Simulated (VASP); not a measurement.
Runs of VASP 6.6.1 on GaP. The structure is that of space group F-43m (No. 216), or close to it. The cells are those of the table. 

| cell | gap on the mesh (eV) | pressure (GPa) |
| --- | --- | --- |
| a = 3.942, b = 3.854 Å, angles 60.7, 58.5, 60.7°, 2 atoms | 1.36 | -1.1 |
| a = 3.971, b = 3.854 Å, angles 61.0, 58.1, 61.0°, 2 atoms | 1.21 | -2.1 |
| a = 3.797, b = 3.854 Å, angles 59.5, 61.0, 59.5°, 2 atoms | 1.30 | (b) |
| a = 3.957, b = 3.854 Å, angles 60.9, 58.3, 60.9°, 2 atoms | 1.28 | (a) |
| a = 3.825, b = 3.854 Å, angles 59.8, 60.5, 59.8°, 2 atoms | 1.47 | (c) |
| a = 3.883, b = 3.854 Å, angles 60.2, 59.5, 60.2°, 2 atoms | 1.59 | 1.2 |

Alike in all rows: task single point; level PBE; potentials or basis VASP PAW PBE potentials, release 64 (Ga_d, P); no spin polarisation; k mesh 8 × 8 × 8; cutoff (eV) 520; smearing gaussian 0.05 eV.

**Question.** Fill in the values left out.

**Answer.** (a) -1.6; (b) 5.2; (c) 3.8.

A k mesh can miss the band edges, and the runs leave out spin-orbit coupling on Ga.
